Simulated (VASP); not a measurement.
Input of a VASP 6.6.1 run:

INCAR

```
PREC = Accurate
ENCUT = 520
EDIFF = 1E-7
ISMEAR = 0
SIGMA = 0.05
LREAL = False
LASPH = True
NELM = 150
ALGO = Normal
ISIF = 2
LWAVE = False
LCHARG = True
ISPIN = 2
MAGMOM = 0 0 0 0 2 0 0 0 0
LORBIT = 11
LDIPOL = True
IDIPOL = 3
DIPOL = 0.5 0.5 0.349
GGA = PE
LELF = True
LVHAR = True
LVACPOTAV = True
NBANDS = 32
LUSENCCL = False
```

Contents of KPOINTS:

```
Automatic mesh
0
Gamma
  9 9 1
```

The input POSCAR:

```
Si4C5
1.0
    3.0920147208      0.0000000000      0.0000000000
   -1.5460073604      2.6777632971      0.0000000000
    0.0000000000      0.0000000000     25.2337106667
C Si
5 4
Direct
    0.3333333333      0.6666666667      0.1585181051
    0.6666666667      0.3333333333      0.2590546646
    0.3333333333      0.6666666667      0.3607902149
    0.6666666667      0.3333333333      0.4623551549
    0.4444444444      0.5555555556      0.5652640967
    0.6666666667      0.3333333333      0.1834768895
    0.3333333333      0.6666666667      0.2840134490
    0.6666666667      0.3333333333      0.3842867907
    0.3333333333      0.6666666667      0.4848161584
```

Potentials or basis: VASP PAW PBE potentials, release 64 (C, Si).

Launch:

```console
$ cat potpaw_PBE.64/C/POTCAR potpaw_PBE.64/Si/POTCAR > POTCAR
$ mpirun -np 1 vasp_std > vasp.out
```

Task: Predict the net moment.

Result: 0.73 μB per cell.

Task: What does it give for the largest force?

Result: 2.744 eV/Å.

Forces in eV/Å, atoms in the order of the input:
```
C    0.006 -0.003  2.354
C   -0.009  0.005  0.876
C    0.006 -0.003 -0.412
C    0.119 -0.069 -1.068
C   -0.541  0.312 -1.424
Si  -0.002  0.001 -2.744
Si   0.002 -0.001 -0.341
Si   0.016 -0.009  0.646
Si   0.404 -0.233  2.112
```
